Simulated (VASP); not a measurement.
Set up this calculation in VASP 6.6.1, as the native input.

* Task: single point
* Functional: LDA
* Potentials or basis: VASP PAW LDA potentials, release 64 (Li_sv, F)
* Cutoff: 520 eV
* k mesh: 9 × 9 × 6
* Occupations: gaussian, width 0.05 eV
* Spin: no spin polarisation
* Dipole correction: no
* Further INCAR settings: ALGO = Normal; EDIFF = 1e-06; NBANDS = 18

The structure of LiF lies in POSCAR:

```
LiF
1.0
    3.0631065845      0.0000000000      0.0000000000
   -1.5315532922      2.6527281167      0.0000000000
    0.0000000000      0.0000000000      4.5591278403
Li F
2 2
Direct
    0.3333333333      0.6666666667      0.3746202181
    0.6666666667      0.3333333333      0.8746202181
    0.3333333333      0.6666666667      0.9910195924
    0.6666666667      0.3333333333      0.4910195924
```

This cell differs from its parent crystal: c/a of the conventional cell at fixed volume 1.4884.

These files were run (other wordings do the same):

INCAR

```
SYSTEM = LiF
PREC = Accurate
ENCUT = 520
EDIFF = 1E-6
ISMEAR = 0
SIGMA = 0.05
LREAL = .False.
LASPH = .True.
NELM = 100
ALGO = Normal
ISIF = 2
LWAVE = .False.
LCHARG = .False.
NBANDS = 18
```

KPOINTS

```
regular mesh
0
Gamma
  9 9 6
  0 0 0
```

Potentials or basis: VASP PAW LDA potentials, release 64 (Li_sv, F).

Command:

```bash
$ cat potpaw_LDA.64/Li_sv/POTCAR potpaw_LDA.64/F/POTCAR > POTCAR
$ mpirun -np 1 vasp_std > vasp.out
```

Results of the run:

* Largest force: 0.385 eV/Å
* Band gap on the k mesh: 7.83 eV, direct

It took 11 s on 1 thread of AMD EPYC 9R45 96-Core Processor (Zen 5), with other jobs on the host, peak memory 0.11 GiB.
